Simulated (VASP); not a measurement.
## HfO2: single point with LDA

HfO2:

```
Hf O
1.0
     0.00000    2.50053    2.50053
     2.50053    0.00000    2.50053
     2.50053    2.50053    0.00000
Hf O
1 2
Direct
  0.00000 0.00000 0.00000
  0.75000 0.75000 0.75000
  0.25000 0.25000 0.25000
```

```yaml
Program: VASP 6.6.1
Task: single point
Functional: LDA
Potentials_or_basis: VASP PAW LDA potentials, release 64 (Hf_pv, O)
Cutoff: 520 eV
k_mesh: 9 × 9 × 9
Occupations: fermi-dirac, width 0.05 eV
Spin: no spin polarisation
Dipole_correction: no
Further_INCAR_settings: ALGO = Normal; EDIFF = 1e-06; NBANDS = 18
```

- Pressure: -3.2 GPa
- Band gap on the k mesh: 3.82 eV, indirect (least direct gap 3.95 eV)

Levels at points of the mesh, in eV from the valence-band top:
```csv
k point,band 9,band 10,band 11,band 12,band 13,band 14
"(0.00, 0.00, 0.00)",-0.58,-0.58,-0.58,3.83,3.83,6.07
```

Wall time 20 s on 1 thread of Intel Xeon 8259CL, with other jobs on the host, peak memory 0.15 GiB.

Caveat: spin-orbit coupling is left out, which moves the levels of the heavy elements. A k mesh can miss the band edges.
